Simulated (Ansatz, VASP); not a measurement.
AlP: VASP beside Ansatz

Contents of INCAR:

```
ALGO     = Normal         # electronic algorithm
EDIFF    = 1E-6           # SCF threshold, eV
ENCUT    = 500            # plane-wave cutoff, eV
GGA_COMPAT= False        
ISIF     = 2              # what is computed and relaxed
ISMEAR   = 0              # smearing method
LASPH    = True           # aspherical terms in the spheres
LCHARG   = True           # write CHGCAR
LELF     = True           # ELF
LREAL    = False          # projectors in reciprocal space
LVHAR    = True         
LWAVE    = False          # write WAVECAR
NBANDS   = 11             # bands
NELM     = 120            # most SCF steps
PREC     = Accurate       # precision mode
SIGMA    = 0.01           # smearing width, eV
```

Contents of KPOINTS:

```
k-points
0
Gamma
  6 6 6
```

Contents of POSCAR:

```
AlP
1.0
    0.0000000000      2.7255000000      2.7255000000
    2.7255000000      0.0000000000      2.7255000000
    2.7255000000      2.7255000000      0.0000000000
Al P
1 1
Direct
    0.0000000000      0.0000000000      0.0000000000
    0.7500000000      0.7500000000      0.7500000000
```

Input for Ansatz:

```yaml
crystal:
  lattice:
    bravais: fcc
    a: 5.451
  space_group: 216
  atoms:
    - { symbol: Al, position: [0.0, 0.0, 0.0] }
    - { symbol: P, position: [0.25, 0.25, 0.75] }
  reduce_to_primitive: true
basis:
  ecutwfc: 510.0
kpoints:
  mp_grid:
    grid: [6, 6, 6]
hamiltonian:
  xc: lda
scf:
  occupations:
    method: fixed
output:
  forces: true
  stress: true
```

Alike in both runs: task single point; functional LDA; k mesh 6 × 6 × 6; no spin polarisation.

|  | VASP | Ansatz |
| --- | --- | --- |
| version | VASP 6.6.1 | Ansatz 0.2.0 |
| potentials or method | VASP PAW LDA potentials, release 64 (Al, P), cutoff 500 eV | plane waves, PAW |
| occupations | gaussian, width 0.01 eV | fixed |
| valence electrons in the cell | 8 | 8 |

```tsv
	VASP	Ansatz	Ansatz less VASP
pressure (GPa)	-0.7	-0.8	-0.05
```

LDA's correlation is that of Perdew and Zunger in VASP and of Perdew and Wang (1992) in Ansatz.
